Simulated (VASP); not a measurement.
# BaTiO3 (P4mm) in VASP: further runs

BaTiO3 is run at these levels: r2SCAN+U; tasks: single point.

All numbers are computed with VASP 6.6.1; they aren't measurements. Logs are shortened: lines on timing, memory, paths and dates and some standing lists are left out, and cuts for length are marked.

## 1. The cell of the first run

The structure is tetragonal, space group P4mm (No. 99). Conventional cell: a = 3.992 Å, b = 3.992 Å, c = 4.024 Å, α = 90.00°, β = 90.00°, γ = 90.00°. Ba (site symmetry 4mm) has 12 O at 2.81 to 2.86 Å and 8 Ti at 3.44 to 3.49 Å within 3.7 Å. Ti (site symmetry 4mm) has 6 O at 1.90 to 2.12 Å within 2.5 Å. O (site symmetry 2mm) has 2 Ti at 2.00 Å within 2.6 Å. Within 2.5 Å of O (site symmetry 4mm) lie 2 Ti at 1.90 to 2.12 Å.

## 2. Single point, r2SCAN+U

Contents of POSCAR:

```
BaTiO3
1.0
    3.9918001264      0.0000000000      0.0000000000
    0.0000000000      3.9918001264      0.0000000000
    0.0000000000      0.0000000000      4.0240466844
Ba Ti O
1 1 3
Direct
    0.5000000000      0.5000000000      0.5776388131
    0.0000000000      0.0000000000      0.0874837778
    0.0000000000      0.5000000000      0.0674456927
    0.5000000000      0.0000000000      0.0674456927
    0.0000000000      0.0000000000      0.5599830137
```

Contents of INCAR.step1:

```
SYSTEM = BaTiO3
ALGO = Normal
EDIFF = 1E-4
ENCUT = 520
GGA = PE
ISMEAR = 0
LASPH = .True.
LCHARG = .False.
LDAU = .True.
LDAUJ = 0 0 0
LDAUL = -1 2 -1
LDAUTYPE = 2
LDAUU = 0 4 0
LMAXMIX = 4
LREAL = .False.
LWAVE = .True.
NBANDS = 28
NELM = 150
PREC = Accurate
SIGMA = 0.02
```

Contents of INCAR.step2:

```
SYSTEM = BaTiO3
ALGO = Normal
EDIFF = 1E-7
ENCUT = 520
ISIF = 2
ISMEAR = 0
ISTART = 1
LASPH = .True.
LCHARG = .False.
LDAU = .True.
LDAUJ = 0 0 0
LDAUL = -1 2 -1
LDAUPRINT = 1
LDAUTYPE = 2
LDAUU = 0 4 0
LMAXMIX = 4
LMIXTAU = .True.
LREAL = .False.
LWAVE = .False.
METAGGA = R2SCAN
NBANDS = 28
NELM = 150
PREC = Accurate
SIGMA = 0.02
```

Contents of KPOINTS:

```
k-points
0
Gamma
  6 6 6
  0 0 0
```

Potentials or basis: VASP PAW PBE potentials, release 64 (Ba_sv, Ti_sv, O).

Command:

```
cat potpaw_PBE.64/Ba_sv/POTCAR potpaw_PBE.64/Ti_sv/POTCAR potpaw_PBE.64/O/POTCAR > POTCAR
cp INCAR.step1 INCAR
mpirun -np 1 vasp_std > vasp.out
cp INCAR.step2 INCAR
mpirun -np 1 vasp_std > vasp.out
```

OUTCAR:

```text
SYSTEM = BaTiO3
   EDIFF = 1E-7
   ENCUT = 520
   ISIF = 2
   ISMEAR = 0
   ISTART = 1
   LASPH = .True.
   LREAL = .False.
   METAGGA = R2SCAN
   NELM = 150
   PREC = Accurate

 ion  position               nearest neighbor table
   1  0.500  0.500  0.578-   3 2.81   4 2.81   4 2.81   3 2.81   5 2.82   5 2.82   5 2.82   5 2.82
                             3 2.86   4 2.86   3 2.86   4 2.86   2 3.44   2 3.44   2 3.44   2 3.44
   2  0.000  0.000  0.087-   5 1.90   4 2.00   3 2.00   3 2.00   4 2.00   5 2.12   1 3.44   1 3.44
                             1 3.44   1 3.44   1 3.49   1 3.49   1 3.49   1 3.49
   3  0.000  0.500  0.067-   2 2.00   2 2.00   1 2.81   1 2.81   1 2.86   1 2.86
   4  0.500  0.000  0.067-   2 2.00   2 2.00   1 2.81   1 2.81   1 2.86   1 2.86
   5  0.000  0.000  0.560-   2 1.90   2 2.12   1 2.82   1 2.82   1 2.82   1 2.82

  LATTYP: Found a simple tetragonal cell.
 ALAT       =     3.9918001264
 C/A-ratio  =     1.0080781996

  Lattice vectors:

 A1 = (   3.9918001264,   0.0000000000,   0.0000000000)
 A2 = (   0.0000000000,   3.9918001264,   0.0000000000)
 A3 = (   0.0000000000,   0.0000000000,   4.0240466844)

Analysis of symmetry for initial positions (statically):
=====================================================================
 Subroutine PRICEL returns:
 Original cell was already a primitive cell.

 Routine SETGRP: Setting up the symmetry group for a
 simple tetragonal supercell.

 Subroutine GETGRP returns: Found  8 space group operations
 (whereof  8 operations were pure point group operations)
 out of a pool of 16 trial point group operations.

The static configuration has the point symmetry C_4v.

Analysis of symmetry for dynamics (positions and initial velocities):
=====================================================================
 Subroutine PRICEL returns:
 Original cell was already a primitive cell.

 Routine SETGRP: Setting up the symmetry group for a
 simple tetragonal supercell.

[... 163 lines left out ...]
 -0.0000  0.0000 -0.0000 -0.0000  0.2340

spin component  2

  0.0945  0.0000  0.0000 -0.0000 -0.0000
  0.0000  0.0987 -0.0000  0.0000  0.0000
  0.0000 -0.0000  0.2389 -0.0000 -0.0000
 -0.0000  0.0000 -0.0000  0.0987 -0.0000
 -0.0000  0.0000 -0.0000 -0.0000  0.2340

 occupancies and eigenvectors

  o =  0.0945  v =  1.0000  0.0000  0.0000  0.0000  0.0000  0.0000  0.0000  0.0000  0.0000  0.0000      0.0000  0.0000  0.0000  0.0000  0.0000  0.0000  0.0000  0.0000  0.0000  0.0000
  o =  0.0945  v =  0.0000  0.0000  0.0000  0.0000  0.0000  1.0000  0.0000  0.0000  0.0000  0.0000      0.0000  0.0000  0.0000  0.0000  0.0000  0.0000  0.0000  0.0000  0.0000  0.0000
  o =  0.0987  v =  0.0000 -1.0000  0.0000  0.0000  0.0000  0.0000  0.0000  0.0000  0.0000  0.0000      0.0000  0.0000  0.0000  0.0000  0.0000  0.0000  0.0000  0.0000  0.0000  0.0000
  o =  0.0987  v =  0.0000 -0.0000 -0.0000 -1.0000 -0.0000  0.0000  0.0000  0.0000  0.0000  0.0000      0.0000  0.0000  0.0000  0.0000  0.0000  0.0000  0.0000  0.0000  0.0000  0.0000
  o =  0.0987  v =  0.0000  0.0000  0.0000  0.0000  0.0000  0.0000 -1.0000  0.0000  0.0000  0.0000      0.0000  0.0000  0.0000  0.0000  0.0000  0.0000  0.0000  0.0000  0.0000  0.0000
  o =  0.0987  v =  0.0000  0.0000  0.0000  0.0000  0.0000  0.0000 -0.0000 -0.0000 -1.0000 -0.0000      0.0000  0.0000  0.0000  0.0000  0.0000  0.0000  0.0000  0.0000  0.0000  0.0000
  o =  0.2340  v =  0.0000  0.0000  0.0000  0.0000  0.0000  0.0000 -0.0000  0.0000  0.0000 -1.0000      0.0000  0.0000  0.0000  0.0000  0.0000  0.0000  0.0000  0.0000  0.0000  0.0000
  o =  0.2340  v =  0.0000 -0.0000  0.0000  0.0000 -1.0000  0.0000  0.0000  0.0000  0.0000  0.0000      0.0000  0.0000  0.0000  0.0000  0.0000  0.0000  0.0000  0.0000  0.0000  0.0000
  o =  0.2389  v =  0.0000  0.0000  0.0000  0.0000  0.0000  0.0000 -0.0000  1.0000 -0.0000 -0.0000      0.0000  0.0000  0.0000  0.0000  0.0000  0.0000  0.0000  0.0000  0.0000  0.0000
  o =  0.2389  v =  0.0000 -0.0000  1.0000 -0.0000 -0.0000  0.0000  0.0000  0.0000  0.0000  0.0000      0.0000  0.0000  0.0000  0.0000  0.0000  0.0000  0.0000  0.0000  0.0000  0.0000

 number of electron      39.9999980 magnetization

 Free energy of the ion-electron system (eV)
  ---------------------------------------------------
  ext. energy  EPLUGINS =         0.00000000
  ---------------------------------------------------
  free energy    TOTEN  =       -71.63916431 eV

  energy without entropy =      -71.63916431  energy(sigma->0) =      -71.63916431

 E-fermi :   3.8861     XC(G=0): -11.9205

 val. band max:        3.7035147607   @ k =   0.5000   0.5000   0.5000
 cond. band min:       6.4054008241   @ k =   0.0000   0.0000   0.0000
 fundamental gap:      2.7018860634
 Fermi energy:         3.8861458981

 k-point     1 :       0.0000    0.0000    0.0000
  band No.  band energies     occupation
      1     -56.2003      2.00000
      2     -31.3324      2.00000
      3     -31.3081      2.00000
      4     -31.3081      2.00000
      5     -21.8222      2.00000
      6     -14.2503      2.00000
[... 733 lines left out ...]
     27      12.4999      0.00000
     28      13.7979      0.00000

 [... further k-points ...]

------------------------ aborting loop because EDIFF is reached ----------------------------------------

  FORCE on cell =-STRESS in cart. coord.  units (eV):
  Direction    XX          YY          ZZ          XY          YZ          ZX
  --------------------------------------------------------------------------------------
  -------------------------------------------------------------------------------------
  Total        1.9377062      1.9377062      2.0429244      0.0000000      0.0000000      0.0000000
  in kB       48.4170049     48.4170049     51.0460683      0.0000000      0.0000000      0.0000000
  external PRESSURE =      49.2933593 kB  Pullay stress =       0.0000000 kB

 VOLUME and BASIS-vectors are now :
 -----------------------------------------------------------------------------
  energy-cutoff  :      520.00
  volume of cell :       64.12
      direct lattice vectors                 reciprocal lattice vectors
     3.991800126  0.000000000  0.000000000     0.250513545  0.000000000  0.000000000
     0.000000000  3.991800126  0.000000000     0.000000000  0.250513545  0.000000000
     0.000000000  0.000000000  4.024046684     0.000000000  0.000000000  0.248506063

 POSITION                                       TOTAL-FORCE (eV/Angst)
 -----------------------------------------------------------------------------------
      1.99590      1.99590      2.32445         0.000000      0.000000     -0.016421
      0.00000      0.00000      0.35204        -0.000000     -0.000000     -0.412324
      0.00000      1.99590      0.27140        -0.000000     -0.000000      0.007935
      1.99590      0.00000      0.27140        -0.000000     -0.000000      0.007935
      0.00000      0.00000      2.25340        -0.000000     -0.000000      0.412875
 -----------------------------------------------------------------------------------
    total drift:                                0.000000      0.000000     -0.011345

  FREE ENERGIE OF THE ION-ELECTRON SYSTEM (eV)
  ---------------------------------------------------
  free  energy   TOTEN  =       -71.6391643055 eV

  energy  without entropy=      -71.6391643055  energy(sigma->0) =      -71.63916431
```

OUTCAR.step1:

```text
SYSTEM = BaTiO3
   EDIFF = 1E-4
   ENCUT = 520
   GGA = PE
   ISMEAR = 0
[... 984 lines left out ...]
      0.00000      0.00000      0.35204        -0.000000     -0.000000     -0.356010
      0.00000      1.99590      0.27140         0.000000      0.000000     -0.017998
      1.99590      0.00000      0.27140        -0.000000      0.000000     -0.017998
      0.00000      0.00000      2.25340        -0.000000      0.000000      0.404081
 -----------------------------------------------------------------------------------
    total drift:                                0.000000      0.000000     -0.003393

  FREE ENERGIE OF THE ION-ELECTRON SYSTEM (eV)
  ---------------------------------------------------
  free  energy   TOTEN  =       -37.2728895481 eV

  energy  without entropy=      -37.2728895481  energy(sigma->0) =      -37.27288955
```

OSZICAR.step1:

```text
N       E                     dE             d eps       ncg     rms          rms(c)
DAV:   1     0.428823558060E+03    0.42882E+03   -0.19509E+04  2240   0.151E+03
DAV:   2    -0.651464446624E+01   -0.43534E+03   -0.41568E+03  2588   0.422E+02
DAV:   3    -0.476429106987E+02   -0.41128E+02   -0.40767E+02  3200   0.131E+02
DAV:   4    -0.491735322608E+02   -0.15306E+01   -0.15271E+01  3320   0.225E+01
DAV:   5    -0.491982878284E+02   -0.24756E-01   -0.24749E-01  3068   0.260E+00    0.234E+01
DAV:   6    -0.371396388747E+02    0.12059E+02   -0.56365E+01  3200   0.677E+01    0.900E+00
DAV:   7    -0.373075426157E+02   -0.16790E+00   -0.66888E+00  2872   0.154E+01    0.555E+00
DAV:   8    -0.373130654532E+02   -0.55228E-02   -0.13936E+00  2744   0.101E+01    0.227E+00
DAV:   9    -0.372761014427E+02    0.36964E-01   -0.20423E-01  2716   0.437E+00    0.999E-01
DAV:  10    -0.372865790172E+02   -0.10478E-01   -0.11013E-01  2512   0.210E+00    0.995E-01
DAV:  11    -0.372728914258E+02    0.13688E-01   -0.52653E-02  2856   0.209E+00    0.129E-01
DAV:  12    -0.372728522031E+02    0.39223E-04   -0.22087E-03  2640   0.423E-01    0.444E-02
DAV:  13    -0.372728895481E+02   -0.37345E-04   -0.29326E-04  2328   0.122E-01
   1 F= -.37272890E+02 E0= -.37272890E+02  d E =-.187956E-24
```

It took 5.2 min on 1 thread of Intel Xeon 8259CL, shared host; peak memory 0.22 GiB.

What came out:

| Quantity | Value |
| --- | --- |
| Free energy | -71.6392 eV |
| Pressure | 4.9 GPa |
| Largest force | 0.413 eV/Å |
| Band gap on the k mesh | 2.70 eV (least direct gap 3.00 eV) |

Forces in eV/Å, atoms in the order of the input:
```
Ba   0.000  0.000 -0.016
Ti   0.000  0.000 -0.412
O    0.000  0.000  0.008
O    0.000  0.000  0.008
O    0.000  0.000  0.413
```

Stress tensor (GPa, compression positive):
```
4.84 0.00 0.00
0.00 4.84 0.00
0.00 0.00 5.10
```

Eigenvalues of the final occupation matrices:
```tsv
site	spin	trace	eigenvalues
site 2 d	1	0.76	0.09 0.10 0.10 0.23 0.24
site 2 d	2	0.76	0.09 0.10 0.10 0.23 0.24
```

Caveat: the cell stands under pressure; the PAW data sets were made with another functional, which shifts forces and pressure a little; spin-orbit coupling is left out, which moves the levels of the heavy elements.

## 3. Single point, r2SCAN+U

POSCAR is that of step 2.

Contents of INCAR.step1:

```
PREC = Accurate ; ENCUT = 520
ISMEAR = 0 ; SIGMA = 0.02
LREAL = F ; LASPH = T
NELM = 150 ; LMAXMIX = 4
LDAU = T ; LDAUTYPE = 2
LDAUL = -1 2 -1 ; LDAUU = 0 4 0
LDAUJ = 0 0 0 ; NBANDS = 28
GGA = PE ; ALGO = Normal
EDIFF = 1E-4 ; LWAVE = T
LCHARG = F
```

Contents of INCAR.step2:

```
PREC = Accurate ; ENCUT = 520
EDIFF = 1E-6 ; ISMEAR = 0
SIGMA = 0.02 ; LREAL = F
LASPH = T ; NELM = 150
ALGO = Normal ; ISIF = 2
LWAVE = F ; LCHARG = F
LMAXMIX = 4 ; LDAU = T
LDAUTYPE = 2 ; LDAUL = -1 2 -1
LDAUU = 0 4 0 ; LDAUJ = 0 0 0
LDAUPRINT = 1 ; METAGGA = R2SCAN
LMIXTAU = T ; NBANDS = 28
ISTART = 1
```

Contents of KPOINTS:

```
regular mesh
0
Gamma
  6 6 6
```

Potentials or basis: VASP PAW PBE potentials, release 64 (Ba_sv, Ti_sv, O).

Command:

```
cat potpaw_PBE.64/Ba_sv/POTCAR potpaw_PBE.64/Ti_sv/POTCAR potpaw_PBE.64/O/POTCAR > POTCAR
cp INCAR.step1 INCAR
mpirun -np 1 vasp_std > vasp.out
cp INCAR.step2 INCAR
mpirun -np 1 vasp_std > vasp.out
```

OUTCAR:

```text
PREC = Accurate
   ENCUT = 520
   EDIFF = 1E-6
   ISMEAR = 0
   LREAL = F
   LASPH = T
   NELM = 150
   ISIF = 2
   METAGGA = R2SCAN
   ISTART = 1

 ion  position               nearest neighbor table
   1  0.500  0.500  0.578-   3 2.81   4 2.81   4 2.81   3 2.81   5 2.82   5 2.82   5 2.82   5 2.82
                             3 2.86   4 2.86   3 2.86   4 2.86   2 3.44   2 3.44   2 3.44   2 3.44
   2  0.000  0.000  0.087-   5 1.90   4 2.00   3 2.00   3 2.00   4 2.00   5 2.12   1 3.44   1 3.44
                             1 3.44   1 3.44   1 3.49   1 3.49   1 3.49   1 3.49
   3  0.000  0.500  0.067-   2 2.00   2 2.00   1 2.81   1 2.81   1 2.86   1 2.86
   4  0.500  0.000  0.067-   2 2.00   2 2.00   1 2.81   1 2.81   1 2.86   1 2.86
   5  0.000  0.000  0.560-   2 1.90   2 2.12   1 2.82   1 2.82   1 2.82   1 2.82

  LATTYP: Found a simple tetragonal cell.
 ALAT       =     3.9918001264
 C/A-ratio  =     1.0080781996

  Lattice vectors:

 A1 = (   3.9918001264,   0.0000000000,   0.0000000000)
 A2 = (   0.0000000000,   3.9918001264,   0.0000000000)
 A3 = (   0.0000000000,   0.0000000000,   4.0240466844)

Analysis of symmetry for initial positions (statically):
[... 218 lines left out ...]

 val. band max:        3.7033478559   @ k =   0.5000   0.5000   0.5000
 cond. band min:       6.4054913287   @ k =   0.0000   0.0000   0.0000
 fundamental gap:      2.7021434728
 Fermi energy:         3.8862950671

 k-point     1 :       0.0000    0.0000    0.0000
  band No.  band energies     occupation
      1     -56.2003      2.00000
      2     -31.3321      2.00000
      3     -31.3078      2.00000
      4     -31.3078      2.00000
      5     -21.8223      2.00000
      6     -14.2505      2.00000
[... 733 lines left out ...]
     27      12.4999      0.00000
     28      13.7982      0.00000

 [... further k-points ...]

------------------------ aborting loop because EDIFF is reached ----------------------------------------

  FORCE on cell =-STRESS in cart. coord.  units (eV):
  Direction    XX          YY          ZZ          XY          YZ          ZX
  --------------------------------------------------------------------------------------
  -------------------------------------------------------------------------------------
  Total        1.9307506      1.9307506      2.0360728      0.0000000      0.0000000      0.0000000
  in kB       48.2432076     48.2432076     50.8748687      0.0000000      0.0000000      0.0000000
  external PRESSURE =      49.1204280 kB  Pullay stress =       0.0000000 kB

 VOLUME and BASIS-vectors are now :
 -----------------------------------------------------------------------------
  energy-cutoff  :      520.00
  volume of cell :       64.12
      direct lattice vectors                 reciprocal lattice vectors
     3.991800126  0.000000000  0.000000000     0.250513545  0.000000000  0.000000000
     0.000000000  3.991800126  0.000000000     0.000000000  0.250513545  0.000000000
     0.000000000  0.000000000  4.024046684     0.000000000  0.000000000  0.248506063

 POSITION                                       TOTAL-FORCE (eV/Angst)
 -----------------------------------------------------------------------------------
      1.99590      1.99590      2.32445        -0.000000     -0.000000     -0.016232
      0.00000      0.00000      0.35204         0.000000     -0.000000     -0.412601
      0.00000      1.99590      0.27140        -0.000000      0.000000      0.008073
      1.99590      0.00000      0.27140        -0.000000      0.000000      0.008073
      0.00000      0.00000      2.25340        -0.000000     -0.000000      0.412687
 -----------------------------------------------------------------------------------
    total drift:                                0.000000      0.000000     -0.012180

  FREE ENERGIE OF THE ION-ELECTRON SYSTEM (eV)
  ---------------------------------------------------
  free  energy   TOTEN  =       -71.6391621289 eV

  energy  without entropy=      -71.6391621289  energy(sigma->0) =      -71.63916213
```

Run time: 3.8 min. Hardware: 1 thread of Intel Xeon 8259CL, shared host; peak memory 0.22 GiB.

What came out:

```yaml
Free_energy: -71.6392 eV
Pressure: 4.9 GPa
Largest_force: 0.413 eV/Å
Band_gap_on_the_k_mesh: 2.70 eV (least direct gap 3.00 eV)
```

Forces in eV/Å, atoms in the order of the input:
```
Ba   0.000  0.000 -0.016
Ti   0.000  0.000 -0.413
O    0.000  0.000  0.008
O    0.000  0.000  0.008
O    0.000  0.000  0.413
```

Levels at points of the mesh, in eV from the valence-band top:
| k point | band 18 | band 19 | band 20 | band 21 | band 22 | band 23 |
| --- | --- | --- | --- | --- | --- | --- |
| (0.00, 0.00, 0.00) | -0.33 | -0.30 | -0.30 | 2.70 | 2.80 | 2.80 |
| (0.50, 0.00, 0.00) | -1.70 | -0.98 | -0.92 | 2.97 | 4.33 | 4.39 |
| (0.50, 0.50, 0.00) | -0.97 | -0.97 | -0.09 | 4.42 | 4.42 | 4.87 |
| (0.00, 0.00, 0.50) | -1.82 | -0.82 | -0.82 | 2.88 | 4.32 | 4.37 |
| (0.50, 0.00, 0.50) | -0.95 | -0.94 | -0.17 | 4.39 | 4.41 | 4.82 |
| (0.50, 0.50, 0.50) | -0.08 | -0.08 | 0.00 | 5.06 | 5.06 | 5.09 |

Eigenvalues of the final occupation matrices:
| site | spin | trace | eigenvalues |
| --- | --- | --- | --- |
| site 2 d | 1 | 0.76 | 0.09 0.10 0.10 0.23 0.24 |
| site 2 d | 2 | 0.76 | 0.09 0.10 0.10 0.23 0.24 |

Caveat: the cell stands under pressure; the PAW data sets were made with another functional, which shifts forces and pressure a little; spin-orbit coupling is left out, which moves the levels of the heavy elements.
